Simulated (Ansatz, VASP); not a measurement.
## Ir: VASP beside Ansatz

The input INCAR:

```
PREC = Accurate
ENCUT = 500
EDIFF = 1E-6
ISMEAR = -1
SIGMA = 0.05
LREAL = F
LASPH = T
NELM = 120
ALGO = Normal
ISIF = 2
LWAVE = F
LCHARG = T
GGA = PS
LELF = T
LVHAR = T
NBANDS = 24
GGA_COMPAT = F
```

Contents of KPOINTS:

```
Automatic mesh
0
Gamma
  11 11 6
```

Contents of POSCAR:

```
Ir
1.0
    2.7141925539      0.0000000000      0.0000000000
   -1.3570962769      2.3505597024      0.0000000000
    0.0000000000      0.0000000000      4.4019813909
Ir
2
Direct
    0.3333333333      0.6666666667      0.2500000000
    0.6666666667      0.3333333333      0.7500000000
```

File input.yaml:

```yaml
crystal:
  lattice:
    - [2.7141925539, 0.0, 0.0]
    - [-1.3570962769, 2.3505597024, 0.0]
    - [0.0, 0.0, 4.4019813909]
  atoms:
    - { symbol: Ir, position: [0.3333333333, 0.6666666667, 0.25] }
    - { symbol: Ir, position: [0.6666666667, 0.3333333333, 0.75] }
hamiltonian:
  xc: pbesol
  pseudopotentials: { kind: paw }
kpoints:
  mp_grid: { grid: [11, 11, 6] }
scf:
  occupations: { method: fermi_dirac, width: 0.05 }
output:
  forces: true
  stress: true
  eigenvalues: true
  write_density: true
  write_potential: true
  elf: true
  volumetric_format: npy
```

Alike in both runs: task single point; functional PBEsol; k mesh 11 × 11 × 6; occupations fermi-dirac, width 0.05 eV; no spin polarisation.

|  | VASP | Ansatz |
| --- | --- | --- |
| version | VASP 6.6.1 | Ansatz 0.2.0 |
| potentials or method | VASP PAW PBE potentials, release 64 (Ir_sv_GW) | Ansatz PAW |
| plane-wave cutoff (eV) | 500 | 420 |
| valence electrons in the cell | 34 | 34 |

```csv
,VASP,Ansatz,Ansatz less VASP
gap on the k mesh at the Fermi level (eV),none,none,-
pressure (GPa),-1.0,2.2,+3.20
"traceless stress, the component that is largest in VASP (GPa)",-0.13,-0.11,+0.027
```

VASP's potentials were made for PBE, not for PBEsol. A gap of «none» marks a metal or a gap that the smearing closes. The functional is the same, so the differences come from potentials, cutoffs and numerics.

Neither program's run includes spin-orbit coupling.
